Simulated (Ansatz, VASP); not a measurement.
## TiO2: VASP beside Ansatz

```xyz
6
Lattice="2.7060 -2.7067 0.0000 2.7060 2.7067 0.0000 -2.6335 0.0000 4.7966" Properties=species:S:1:pos:R:3 pbc="T T T"
Ti    2.0477    1.9807    1.1992
Ti    0.7309   -1.9807    3.5975
O    -0.6205   -0.6563    3.2001
O     3.3990    0.6563    1.5966
O     2.0823   -0.6563    3.9949
O     0.6963    0.6563    0.8018
```

Alike in both runs: task single point; functional r2SCAN; k mesh 8 × 8 × 6; no spin polarisation.

|  | VASP | Ansatz |
| --- | --- | --- |
| version | VASP 6.6.1 | Ansatz 0.2.0 |
| potentials or method | VASP PAW PBE potentials, release 64 (Ti_sv, O), cutoff 520 eV | scalar-relativistic, plane waves, PAW |
| occupations | gaussian, width 0.01 eV | fixed |
| valence electrons in the cell | 48 | 48 |

Ansatz gave:

```
gap on the k mesh at the Fermi level (eV)                     : 2.44
least direct gap on the mesh (eV)                             : 2.79
pressure (GPa)                                                : -6.4
traceless stress, the component that is largest in VASP (GPa) : -0.32
rms of the force components (eV/Å)                            : 0.110
```

Q: Which values does VASP return?

A: gap on the k mesh at the Fermi level (eV): 2.46; least direct gap on the mesh (eV): 2.82; pressure (GPa): -5.2; traceless stress, the component that is largest in VASP (GPa): -0.23; rms of the force components (eV/Å): 0.099.

VASP's potentials were made for PBE, not for r2SCAN. Atom by atom the forces differ by 0.021 eV/Å (rms over components).
